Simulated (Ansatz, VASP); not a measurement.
## Ir2Rh in VASP and in Ansatz

```
Ir Rh
1.0
     2.73580    0.00000    0.00000
    -1.36790    2.36927    0.00000
     0.00000    0.00000    6.64503
Ir Rh
2 1
Direct
  0.33333 0.66667 0.66562
  0.66667 0.33333 0.33438
  0.00000 0.00000 0.00000
```

Alike in both runs: task relaxation of cell and atoms; functional PBE; k mesh 18 × 18 × 8; occupations gaussian, width 0.1 eV; no spin polarisation.

|  | VASP | Ansatz |
| --- | --- | --- |
| version | VASP 6.6.1 | Ansatz 0.2.0 |
| potentials or method | VASP PAW PBE potentials, release 64 (Ir, Rh_pv), cutoff 600 eV | scalar-relativistic, plane waves, PAW |
| valence electrons in the cell | 33 | 51 |

|  | VASP | Ansatz | Ansatz less VASP |
| --- | --- | --- | --- |
| gap on the k mesh at the Fermi level, each at its own relaxed structure (eV) | none | none | - |
| relaxed volume (Å³/atom) | 14.35 | 14.34 | -0.015 |
| relaxed cell length with the largest relative difference (Å) | 2.728 | 2.727 | -0.0010 |

A gap of «none» marks a metal or a gap that the smearing closes. VASP's potentials hold 33 valence electrons a cell and Ansatz's 51, so a difference there can come from the potentials and not from the codes.

Neither program's run includes spin-orbit coupling. Noted on VASP's run: too few bands were computed for a metal, which touches its energy and stress.
